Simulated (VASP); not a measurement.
Set up this calculation in VASP 6.6.1, as the native input.

| Item | Value |
| --- | --- |
| Task | single point |
| Functional | PBE |
| Potentials or basis | VASP PAW PBE potentials, release 64 (Ga_d, Si) |
| Cutoff | 520 eV |
| k mesh | 20 × 20 × 14 |
| Occupations | gaussian, width 0.1 eV |
| Spin | no spin polarisation |
| Dipole correction | no |
| Further INCAR settings | ALGO = Normal; EDIFF = 1e-06; NBANDS = 16 |

The structure of GaSi lies in POSCAR:

```
GaSi
1.0
    2.8641855556      0.0000000000      0.0000000000
    0.0000000000      2.8641855556      0.0000000000
    0.0000000000      0.0000000000      4.1081259373
Ga Si
1 1
Direct
    0.0000000000      0.0000000000      0.0000000000
    0.5000000000      0.5000000000      0.5000000000
```

The input as run:

INCAR

```
PREC = Accurate
ENCUT = 520
EDIFF = 1E-6
ISMEAR = 0
SIGMA = 0.1
LREAL = F
LASPH = T
NELM = 100
ALGO = Normal
ISIF = 2
LWAVE = F
LCHARG = F
GGA = PE
NBANDS = 16
```

KPOINTS

```
Automatic mesh
0
Gamma
  20 20 14
```

Potentials or basis: VASP PAW PBE potentials, release 64 (Ga_d, Si).

Command:

```sh
$ cat potpaw_PBE.64/Ga_d/POTCAR potpaw_PBE.64/Si/POTCAR > POTCAR
$ mpirun -np 1 vasp_std > vasp.out
```

Results of the run:

| Item | Value |
| --- | --- |
| Pressure | 0.0 GPa |

It took 65 s on 1 thread of Intel(R) Xeon(R) 6975P-C (Granite Rapids), with other jobs on the host, peak memory 0.37 GiB.
